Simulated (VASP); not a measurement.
A run of VASP 6.6.1 is set up as follows.

The input INCAR:

```
SYSTEM = LaTaO
PREC     = Accurate       ! precision mode
ENCUT    = 520            ! plane-wave cutoff, eV
EDIFF    = 1E-6           ! SCF threshold, eV
ISMEAR   = 0              ! smearing method
SIGMA    = 0.1            ! smearing width, eV
LREAL    = .FALSE.        ! projectors in reciprocal space
LASPH    = .TRUE.         ! aspherical terms in the spheres
NELM     = 150            ! most SCF steps
ALGO     = Normal         ! electronic algorithm
ISIF     = 2              ! what is computed and relaxed
LWAVE    = .FALSE.        ! write WAVECAR
LCHARG   = .FALSE.        ! write CHGCAR
ISPIN    = 2              ! spin polarisation
MAGMOM   = 0 0 0.31 0.31 0 0 ! initial moments
LORBIT   = 11             ! projections on sites
LMAXMIX  = 6              ! l up to which the mixer works
GGA      = PE             ! functional
NBANDS   = 41             ! bands
```

KPOINTS

```
Automatic mesh
0
G
  10 10 4
  0 0 0
```

The input POSCAR:

```
LaTaO
1.0
    3.9263246183      0.0000000000      0.0000000000
    0.0000000000      3.9263246183      0.0000000000
    0.0000000000      0.0000000000      8.9942277224
La Ta O
2 2 2
Direct
    0.0000000000      0.5000000000      0.8571097113
    0.5000000000      0.0000000000      0.1428902887
    0.0000000000      0.0000000000      0.5000000000
    0.5000000000      0.5000000000      0.5000000000
    0.0000000000      0.0000000000      0.0000000000
    0.5000000000      0.5000000000      0.0000000000
```

Potentials or basis: VASP PAW PBE potentials, release 64 (La, Ta_pv, O).

Launch:

```sh
$ cat potpaw_PBE.64/La/POTCAR potpaw_PBE.64/Ta_pv/POTCAR potpaw_PBE.64/O/POTCAR > POTCAR
$ mpirun -np 1 vasp_std > vasp.out
```

Q: Estimate the site moments.

A: La +0.02; Ta +0.15; O +0.00 μB.

Q: What does it give for the largest force?

A: 0.017 eV/Å.

Forces on the atoms (eV/Å):
```
La   0.000  0.000  0.017
La   0.000  0.000 -0.017
Ta   0.000  0.000  0.000
Ta   0.000  0.000  0.000
O    0.000  0.000  0.000
O    0.000  0.000  0.000
```
